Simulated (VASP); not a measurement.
Input of a VASP 6.6.1 run:

Contents of INCAR:

```
ALGO = Normal ; EDIFF = 1E-7
ENCUT = 520 ; ISIF = 2
ISMEAR = 0 ; LASPH = True
LCHARG = True ; LELF = True
LREAL = False ; LVHAR = True
LWAVE = False ; NBANDS = 10
NELM = 100 ; PREC = Accurate
SIGMA = 0.15
```

The input KPOINTS:

```
k-points
0
Gamma
  16 16 12
```

POSCAR

```
MgSi
1.0
    2.9083940000      0.0000000000      0.0000000000
    0.0000000000      2.9083940000      0.0000000000
    0.0000000000      0.0000000000      4.1034270000
Mg Si
1 1
Direct
    0.0000000000      0.0000000000      0.0000000000
    0.5000000000      0.5000000000      0.5000000000
```

Potentials or basis: VASP PAW LDA potentials, release 64 (Mg, Si).

Launch:

```bash
$ cat potpaw_LDA.64/Mg/POTCAR potpaw_LDA.64/Si/POTCAR > POTCAR
$ mpirun -np 1 vasp_std > vasp.out
```

(1) Predict the pressure.

(2) What does it give for the band gap on the k mesh?

Results:

(1) -3.6 GPa.

(2) zero (band 3 reaches 10.81 eV, above the bottom of band 4 at 4.41 eV).
